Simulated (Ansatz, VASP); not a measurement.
## Two plane-wave programs on MnS

File INCAR:

```
  PREC = Accurate
  ENCUT = 520
  EDIFF = 1E-6
  ISMEAR = 0
  SIGMA = 0.1
  LREAL = False
  LASPH = True
  NELM = 150
  ALGO = Normal
  ISIF = 2
  LWAVE = False
  LCHARG = False
  ISPIN = 2
  MAGMOM = 4.63 0.14
  LORBIT = 11
  LMAXMIX = 4
  GGA = PE
  NBANDS = 20
```

Contents of KPOINTS:

```
regular mesh
0
Gamma
  14 14 14
```

POSCAR

```
MnS
1.0
    0.0000000000      2.8775926928      2.8775926928
    2.8775926928      0.0000000000      2.8775926928
    2.8775926928      2.8775926928      0.0000000000
Mn S
1 1
Direct
    0.0000000000      0.0000000000      0.0000000000
    0.2500000000      0.2500000000      0.2500000000
```

Input for Ansatz:

```yaml
crystal:
  lattice:
    - [0.0, 2.8775926928, 2.8775926928]
    - [2.8775926928, 0.0, 2.8775926928]
    - [2.8775926928, 2.8775926928, 0.0]
  atoms:
    - { symbol: Mn, position: [0.0, 0.0, 0.0], spin: 4.63 }
    - { symbol: S, position: [0.25, 0.25, 0.25], spin: 0.14 }
basis:
  ecutwfc: 420
kpoints:
  mp_grid: { grid: [14, 14, 14] }
hamiltonian:
  xc: pbe
scf:
  occupations: { method: gaussian, width: 0.1 }
output:
  forces: true
  stress: true
  eigenvalues: true
  populations: true
magnetization:
  spin_polarized: true
```

Alike in both runs: task single point; functional PBE; k mesh 14 × 14 × 14; occupations gaussian, width 0.1 eV; collinear spin.

|  | VASP | Ansatz |
| --- | --- | --- |
| version | VASP 6.6.1 | Ansatz 0.2.0 |
| potentials or method | VASP PAW PBE potentials, release 64 (Mn_pv, S), cutoff 520 eV | scalar-relativistic, plane waves, PAW |
| valence electrons in the cell | 19 | 21 |

|  | VASP | Ansatz | Ansatz less VASP |
| --- | --- | --- | --- |
| gap on the k mesh at the Fermi level (eV) | 0.24 | 0.24 | +0.001 |
| least direct gap on the mesh (eV) | 0.69 | 0.66 | -0.028 |
| pressure (GPa) | -3.0 | -3.0 | -0.02 |
| net moment per atom (μB) | 2.50 | 2.50 | 0.000 |
| size of the moment on the site where the two differ most (μB) | 4.41 | 4.28 | -0.123 |

Site moments also hang on the region over which each program counts them. With one functional, cell and mesh, what is left measures potentials, basis and numerics. VASP's potentials hold 19 valence electrons a cell and Ansatz's 21, so a difference there can come from the potentials and not from the codes.
